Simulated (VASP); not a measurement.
# Cs2B (P6_3/mmc) in VASP: further runs

The runs below take Cs2B through single point, relaxation of cell and atoms, with PBE.

Program: VASP 6.6.1. These are calculated values, not measurements. Logs are shortened: lines on timing, memory, paths and dates and some standing lists are left out, and cuts for length are marked.

## Step 1: The cell of the first run

It takes space group P6_3/mmc (No. 194, hexagonal). Conventional cell: a = 4.663 Å, b = 4.663 Å, c = 18.101 Å, α = 90.00°, β = 90.00°, γ = 120.00°. Cs (site symmetry 3m) has 3 B at 3.40 Å and 7 Cs at 4.16 to 4.66 Å within 4.7 Å. B (site symmetry -6m2) has 6 Cs at 3.40 Å and 6 B at 4.66 Å within 4.7 Å.

## Step 2: Single point, PBE

INCAR reads:

```
SYSTEM = Cs2B
  PREC = Accurate
  ENCUT = 520
  EDIFF = 1E-6
  ISMEAR = 0
  SIGMA = 0.1
  LREAL = .FALSE.
  LASPH = .TRUE.
  NELM = 100
  ALGO = Fast
  ISIF = 2
  LWAVE = .FALSE.
  LCHARG = .FALSE.
  GGA = PE
  NBANDS = 30
```

KPOINTS reads:

```
Automatic mesh
0
G
  6 6 2
  0 0 0
```

POSCAR reads:

```
Cs2B
1.0
    4.6632811869      0.0000000000      0.0000000000
   -2.3316405934      4.0385199728      0.0000000000
    0.0000000000      0.0000000000     18.1011033912
Cs B
4 2
Direct
    0.3333333333      0.6666666667      0.6350403929
    0.6666666667      0.3333333333      0.1350403929
    0.3333333333      0.6666666667      0.8649596071
    0.6666666667      0.3333333333      0.3649596071
    0.3333333333      0.6666666667      0.2500000000
    0.6666666667      0.3333333333      0.7500000000
```

Potentials or basis: VASP PAW PBE potentials, release 64 (Cs_sv, B).

Command:

```bash
$ cat potpaw_PBE.64/Cs_sv/POTCAR potpaw_PBE.64/B/POTCAR > POTCAR
$ mpirun -np 1 vasp_std > vasp.out
```

OUTCAR:

```text
SYSTEM = Cs2B
   PREC = Accurate
   ENCUT = 520
   EDIFF = 1E-6
   ISMEAR = 0
   LREAL = .FALSE.
   LASPH = .TRUE.
   NELM = 100
   ISIF = 2
   GGA = PE

 ion  position               nearest neighbor table
   1  0.333  0.667  0.635-
   2  0.667  0.333  0.135-
   3  0.333  0.667  0.865-
   4  0.667  0.333  0.365-
   5  0.333  0.667  0.250-
   6  0.667  0.333  0.750-

  LATTYP: Found a hexagonal cell.
 ALAT       =     4.6632811869
 C/A-ratio  =     3.8816238322

  Lattice vectors:

 A1 = (   4.6632811869,   0.0000000000,   0.0000000000)
 A2 = (  -2.3316405934,   4.0385199728,   0.0000000000)
 A3 = (   0.0000000000,   0.0000000000,  18.1011033912)

Analysis of symmetry for initial positions (statically):
=====================================================================
 Subroutine PRICEL returns:
 Original cell was already a primitive cell.

 Routine SETGRP: Setting up the symmetry group for a
 hexagonal supercell.

 Subroutine GETGRP returns: Found 24 space group operations
 (whereof 12 operations were pure point group operations)
 out of a pool of 24 trial point group operations.

The static configuration has the point symmetry D_3d.
 The point group associated with its full space group is D_6h.

Analysis of symmetry for dynamics (positions and initial velocities):
=====================================================================
 Subroutine PRICEL returns:
 Original cell was already a primitive cell.

 Routine SETGRP: Setting up the symmetry group for a
 hexagonal supercell.

 Subroutine GETGRP returns: Found 24 space group operations
 (whereof 12 operations were pure point group operations)
 out of a pool of 24 trial point group operations.

The dynamic configuration has the point symmetry D_3d.
 The point group associated with its full space group is D_6h.

 Subroutine INISYM returns: Found 24 space group operations
 (whereof 12 operations are pure point group operations),
 and found     1 'primitive' translations

----------------------------------------------------------------------------------------

                                     Primitive cell

  volume of cell :     340.8936

  direct lattice vectors                    reciprocal lattice vectors
[... 84 lines left out ...]
   EDIFF  = 0.1E-05   stopping-criterion for ELM
   LREAL  =      F    real-space projection
   EDIFFG = 0.1E-04   stopping-criterion for IOM
   NSW    =      0    number of steps for IOM
   IBRION =     -1    ionic relax: 0-MD 1-quasi-New 2-CG
   NFREE  =      0    steps in history (QN), initial steepest desc. (CG)
   ISIF   =      2    stress and relaxation
   ISYM   =      2    0-nonsym 1-usesym 2-fastsym
   POTIM  = 0.5000    time-step for ionic-motion
   TEBEG  =    0.0;   TEEND  =   0.0 temperature during run
   PSTRESS=    0.0 pullay stress
   NELECT =      42.0000    total number of electrons
   NUPDOWN=      -1.0000    fix difference up-down
   EMIN   =  10.00;   EMAX   =-10.00  energy-range for DOS
   EFERMI =   0.00;   METHOD = LEGACY
   ISMEAR =     0;   SIGMA  =   0.10  broadening in eV -4-tet -1-fermi 0-gaus
   EFERMI_NEDOS =   21; number of points for ismear=-14 and -15
   IALGO  =     68    algorithm
   IMIX   =      4    mixing-type and parameters
     AMIX     =   0.40;   BMIX     =  1.00
     AMIX_MAG =   1.60;   BMIX_MAG =  1.00
  volume/ion in A,a.u.               =      56.82       383.41
  Fermi-wavevector in a.u.,A,eV,Ry     =   0.814614  1.539396  9.028761  0.663595
  Thomas-Fermi vector in A             =   1.924552
   LORBIT       =      0    0 simple, 1 ext, 2 COOP (PROOUT), +10 PAW based schemes
   GGA     = PE    functional components
   LHFCALC =     F    Hartree Fock is set to
   AEXX    =    0.0000 exact exchange contribution
   IVDW    =     0    specifies the selected vdW correction
   LEPSILON=     F    determine dielectric tensor
   LRPA    =     F    only Hartree local field effects (RPA)
 non-spin polarized calculation
 RMM-DIIS sequential band-by-band and
 Gauss-broadening in eV      SIGMA  =   0.10
  energy-cutoff  :      520.00
  volume of cell :      340.89
 maximum number of plane-waves:      9240
 NGX is ok and might be reduce to    36
   NGX = 17   NGY = 17   NGZ = 67

 number of electron      41.9999996 magnetization

 Free energy of the ion-electron system (eV)
  ---------------------------------------------------
  ext. energy  EPLUGINS =         0.00000000
  ---------------------------------------------------
  free energy    TOTEN  =        -8.73130514 eV

  energy without entropy =       -8.67911609  energy(sigma->0) =       -8.70521061

 E-fermi :   1.0021     XC(G=0):  -6.5906

 val. band max:        0.9862779474   @ k =   0.5000  -0.0000   0.0000
 cond. band min:       1.0827160115   @ k =   0.3333   0.1667   0.0000
 fundamental gap:      0.0964380641
 Fermi energy:         1.0021206094

 k-point     1 :       0.0000    0.0000    0.0000
  band No.  band energies     occupation
      1     -21.8613      2.00000
      2     -21.8587      2.00000
      3     -21.8301      2.00000
      4     -21.8275      2.00000
      5      -9.0859      2.00000
      6      -9.0193      2.00000
[... 451 lines left out ...]
     29       3.0497      0.00000
     30       3.0498      0.00000

------------------------ aborting loop because EDIFF is reached ----------------------------------------

  FORCE on cell =-STRESS in cart. coord.  units (eV):
  Direction    XX          YY          ZZ          XY          YZ          ZX
  --------------------------------------------------------------------------------------
  -------------------------------------------------------------------------------------
  Total        0.2202397      0.2202397      0.1663274      0.0000000     -0.0000000     -0.0000000
  in kB        1.0351120      1.0351120      0.7817278      0.0000000     -0.0000000     -0.0000000
  external PRESSURE =       0.9506506 kB  Pullay stress =       0.0000000 kB

 VOLUME and BASIS-vectors are now :
 -----------------------------------------------------------------------------
  energy-cutoff  :      520.00
  volume of cell :      340.89
      direct lattice vectors                 reciprocal lattice vectors
     4.663281187  0.000000000  0.000000000     0.214441283  0.123807732  0.000000000
    -2.331640593  4.038519973  0.000000000     0.000000000  0.247615465  0.000000000
     0.000000000  0.000000000 18.101103391     0.000000000  0.000000000  0.055245251

 POSITION                                       TOTAL-FORCE (eV/Angst)
 -----------------------------------------------------------------------------------
     -0.00000      2.69235     11.49493         0.000000      0.000000     -0.000966
      2.33164      1.34617      2.44438         0.000000      0.000000     -0.000966
     -0.00000      2.69235     15.65672        -0.000000      0.000000      0.000966
      2.33164      1.34617      6.60617         0.000000     -0.000000      0.000966
     -0.00000      2.69235      4.52528        -0.000000     -0.000000      0.000000
      2.33164      1.34617     13.57583        -0.000000      0.000000      0.000000
 -----------------------------------------------------------------------------------
    total drift:                               -0.000000      0.000000     -0.000000

  FREE ENERGIE OF THE ION-ELECTRON SYSTEM (eV)
  ---------------------------------------------------
  free  energy   TOTEN  =        -8.7313051366 eV

  energy  without entropy=       -8.6791160851  energy(sigma->0) =       -8.70521061
```

OSZICAR:

```text
N       E                     dE             d eps       ncg     rms          rms(c)
DAV:   1     0.302135117047E+03    0.30214E+03   -0.15262E+04   840   0.109E+03
DAV:   2     0.253672675997E+02   -0.27677E+03   -0.27062E+03  1158   0.192E+02
DAV:   3    -0.108591829320E+02   -0.36226E+02   -0.36003E+02  1098   0.741E+01
DAV:   4    -0.115459505503E+02   -0.68677E+00   -0.68386E+00  1010   0.123E+01
DAV:   5    -0.115557223544E+02   -0.97718E-02   -0.97670E-02  1074   0.131E+00    0.469E+00
RMM:   6    -0.885378946926E+01    0.27019E+01   -0.47081E+00   969   0.435E+00    0.131E+00
RMM:   7    -0.879489679715E+01    0.58893E-01   -0.16407E+00  1118   0.262E+00    0.128E+00
RMM:   8    -0.882886760536E+01   -0.33971E-01   -0.46324E-01  1005   0.145E+00    0.878E-01
RMM:   9    -0.873572033278E+01    0.93147E-01   -0.10037E-01   973   0.111E+00    0.408E-01
RMM:  10    -0.873040179368E+01    0.53185E-02   -0.33511E-02  1067   0.549E-01    0.108E-01
RMM:  11    -0.873293813916E+01   -0.25363E-02   -0.19415E-02  1137   0.322E-01    0.151E-01
RMM:  12    -0.873125488713E+01    0.16833E-02   -0.35942E-03  1013   0.147E-01    0.330E-02
RMM:  13    -0.873128431260E+01   -0.29425E-04   -0.50248E-04  1073   0.698E-02    0.137E-02
RMM:  14    -0.873130468549E+01   -0.20373E-04   -0.13620E-04  1063   0.389E-02    0.692E-03
RMM:  15    -0.873131241433E+01   -0.77288E-05   -0.61069E-05  1089   0.188E-02    0.909E-03
RMM:  16    -0.873130481439E+01    0.75999E-05   -0.12866E-05   946   0.107E-02    0.111E-03
RMM:  17    -0.873130513655E+01   -0.32217E-06   -0.44036E-06   861   0.505E-03
   1 F= -.87313051E+01 E0= -.87052106E+01  d E =-.521891E-01
```

stdout:

```text
POSCAR found type information on POSCAR CsB
 POSCAR found :  2 types and       6 ions
 scaLAPACK will be used
 LDA part: xc-table for (Slater+PW92), standard interpolation
 POSCAR, INCAR and KPOINTS ok, starting setup
 FFT: planning ... GRIDC
 FFT: planning ... GRID_SOFT
 FFT: planning ... GRID
 WAVECAR not read
 entering main loop
```

It took 2.6 min on 1 thread of Oxide Virtual Turin-like, shared host; peak memory 0.46 GiB.

What came out:

```yaml
Free_energy: -8.7313 eV
Pressure: 0.1 GPa
Band_gap_on_the_k_mesh: zero (bands 21 and 22 overlap by 0.28 eV)
```

Caveat: spin-orbit coupling is left out, which moves the levels of the heavy elements.

## Step 3: Relaxation of cell and atoms, PBE

This run uses another cell than the first one, of 30.50 Å³/atom.

INCAR reads:

```
PREC = Accurate
ENCUT = 600
EDIFF = 1E-7
ISMEAR = 0
SIGMA = 0.1
LREAL = False
LASPH = True
NELM = 80
ALGO = Normal
ISIF = 3
LWAVE = False
LCHARG = False
GGA = PE
IBRION = 2
NSW = 90
EDIFFG = -0.04
```

KPOINTS reads:

```
Automatic mesh
0
Gamma
  6 6 2
```

POSCAR reads:

```
Cs2B
1.0
    3.7871744574      0.0000000000      0.0000000000
   -1.8935872287      3.2797892887      0.0000000000
    0.0000000000      0.0000000000     14.7305556346
Cs B
4 2
Direct
    0.3333333333      0.6666666667      0.6275000000
    0.6666666667      0.3333333333      0.1275000000
    0.3333333333      0.6666666667      0.8725000000
    0.6666666667      0.3333333333      0.3725000000
    0.3333333333      0.6666666667      0.2500000000
    0.6666666667      0.3333333333      0.7500000000
```

Potentials or basis: VASP PAW PBE potentials, release 64 (Cs_sv, B).

Command:

```bash
$ cat potpaw_PBE.64/Cs_sv/POTCAR potpaw_PBE.64/B/POTCAR > POTCAR
$ mpirun -np 1 vasp_std > vasp.out
```

OUTCAR:

```text
PREC = Accurate
   ENCUT = 600
   EDIFF = 1E-7
   ISMEAR = 0
   LREAL = False
   LASPH = True
   NELM = 80
   ISIF = 3
   GGA = PE
   IBRION = 2
   NSW = 90
   EDIFFG = -0.04

 ion  position               nearest neighbor table
   1  0.333  0.667  0.627-
   2  0.667  0.333  0.127-
   3  0.333  0.667  0.873-
   4  0.667  0.333  0.373-
   5  0.333  0.667  0.250-
   6  0.667  0.333  0.750-

  LATTYP: Found a hexagonal cell.
 ALAT       =     3.7871744574
 C/A-ratio  =     3.8895899305

  Lattice vectors:

 A1 = (   3.7871744574,   0.0000000000,   0.0000000000)
 A2 = (  -1.8935872287,   3.2797892887,   0.0000000000)
[... 191 lines left out ...]
      5      -7.6128      2.00000
      6      -7.1679      2.00000
[... 494 lines left out ...]
  FREE ENERGIE OF THE ION-ELECTRON SYSTEM (eV)
  ---------------------------------------------------
  free  energy   TOTEN  =        -8.3824537179 eV

  energy  without entropy=       -8.3258581297  energy(sigma->0) =       -8.35415592

[... ionic steps 4 to 11 ...]

--------------------------------------- Ionic step       12  -------------------------------------------

 number of electron      42.0000003 magnetization

------------------------ aborting loop because EDIFF is reached ----------------------------------------
[... 75 lines left out ...]
--------------------------------------- Ionic step       14  -------------------------------------------

 number of electron      42.0000012 magnetization

 Free energy of the ion-electron system (eV)
  ---------------------------------------------------
  ext. energy  EPLUGINS =         0.00000000
  ---------------------------------------------------
  free energy    TOTEN  =        -8.71682900 eV

  energy without entropy =       -8.66475977  energy(sigma->0) =       -8.69079439

 E-fermi :   0.9714     XC(G=0):  -6.5615

 val. band max:        0.9607066644   @ k =   0.5000   0.0000   0.0000
 cond. band min:       1.0545629186   @ k =   0.3333   0.1667   0.0000
 fundamental gap:      0.0938562542
 Fermi energy:         0.9713903284

 k-point     1 :       0.0000    0.0000    0.0000
  band No.  band energies     occupation
      1     -21.8954      2.00000
      2     -21.8926      2.00000
      3     -21.8625      2.00000
      4     -21.8598      2.00000
      5      -9.1241      2.00000
      6      -9.0557      2.00000
[... 414 lines left out ...]
  FREE ENERGIE OF THE ION-ELECTRON SYSTEM (eV)
  ---------------------------------------------------
  free  energy   TOTEN  =        -8.7168289991 eV

  energy  without entropy=       -8.6647597746  energy(sigma->0) =       -8.69079439

 reached required accuracy - stopping structural energy minimisation
```

CONTCAR:

```text
Cs2B
   1.00000000000000
     4.6998610174696314   -0.0000000000000000    0.0000000000000000
    -2.3499305087348157    4.0701990354344160   -0.0000000000000000
    -0.0000000000000000   -0.0000000000000000   17.9853549315118748
  Cs              B
     4     2
Direct
     0.3333333332999970    0.6666666667000030    0.6348864705297572
     0.6666666667000030    0.3333333332999970    0.1348864705297572
     0.3333333332999970    0.6666666667000030    0.8651135294702428
     0.6666666667000030    0.3333333332999970    0.3651135294702429
     0.3333333332999970    0.6666666667000030    0.2500000000000000
     0.6666666667000030    0.3333333332999970    0.7500000000000000

  0.00000000E+00  0.00000000E+00  0.00000000E+00
  0.00000000E+00  0.00000000E+00  0.00000000E+00
  0.00000000E+00  0.00000000E+00  0.00000000E+00
  0.00000000E+00  0.00000000E+00  0.00000000E+00
  0.00000000E+00  0.00000000E+00  0.00000000E+00
  0.00000000E+00  0.00000000E+00  0.00000000E+00
```

It took 19 min on 1 thread of Oxide Virtual Turin-like, shared host; peak memory 0.3 GiB.

What came out:

```
Free energy                           : -8.7168 eV
Relaxed volume                        : 57.34 Å³/atom
Relaxed cell                          : a = 4.700 Å, b = 4.700 Å, c = 17.985 Å, α = 90.00°, β = 90.00°, γ = 120.00°
Space group after relaxing (to 0.1 Å) : P6_3/mmc (No. 194)
Energy gained by relaxing             : 447.5 meV/atom
Ionic steps                           : 14
Pressure after relaxing               : 0.0 GPa
Band gap on the k mesh                : zero (bands 21 and 22 overlap by 0.28 eV)
```

Forces on the atoms (eV/Å):
```
Cs   0.000  0.000 -0.003
Cs   0.000  0.000 -0.003
Cs   0.000  0.000  0.003
Cs   0.000  0.000  0.003
B    0.000  0.000  0.000
B    0.000  0.000  0.000
```

Step by step:
```
step  energy change (eV)  largest force (eV/Å)  pressure (GPa)  volume (Å³)
   1              0.0000                1.4777            9.60       182.97
   2             -2.0370                0.2216            2.57       235.72
   3             -2.3505                0.1092            1.17       263.25
   4             -2.3452                0.4621           -0.37       324.53
   5             -2.4278                0.3487            0.13       296.21
   6             -2.4306                0.3216            0.25       291.14
   7             -2.4843                0.2890            0.22       296.24
   8             -2.5933                0.1972            0.12       311.41
   9             -2.5867                0.0186           -0.06       341.02
  10             -2.6269                0.1112            0.02       325.26
  11             -2.6270                0.1062            0.02       326.00
  12             -2.6372                0.0944            0.02       327.86
  13             -2.6618                0.0587            0.02       333.35
  14             -2.6849                0.0025            0.04       344.05
```

Final structure:
```
Cs B
1.0
     4.69986    0.00000    0.00000
    -2.34993    4.07020    0.00000
     0.00000    0.00000   17.98535
Cs B
4 2
Cartesian
  0.0000 2.7135 11.4187
  2.3499 1.3567 2.4260
  0.0000 2.7135 15.5594
  2.3499 1.3567 6.5667
  0.0000 2.7135 4.4963
  2.3499 1.3567 13.4890
```

Levels at points of the mesh, in eV from the Fermi level:
| k point | band 17 | band 18 | band 19 | band 20 | band 21 | band 22 | band 23 | band 24 | band 25 |
| --- | --- | --- | --- | --- | --- | --- | --- | --- | --- |
| (0.00, 0.00, 0.00) | -5.23 | -5.19 | -1.16 | -0.71 | -0.33 | 0.59 | 0.59 | 0.60 | 0.71 |
| (0.50, 0.00, 0.00) | -5.00 | -4.99 | -0.62 | -0.47 | -0.05 | -0.01 | 0.46 | 0.49 | 1.23 |
| (0.00, 0.00, 0.50) | -5.21 | -5.21 | -1.00 | -1.00 | 0.17 | 0.17 | 0.60 | 0.60 | 0.60 |
| (0.50, 0.00, 0.50) | -5.00 | -5.00 | -0.55 | -0.55 | -0.03 | -0.03 | 0.48 | 0.48 | 1.29 |

Caveat: the volume moved by over 15 % at a fixed basis, so the end points are rough; spin-orbit coupling is left out, which moves the levels of the heavy elements.

The gap in the log of VASP goes by the Fermi energy; the results here count the filled bands.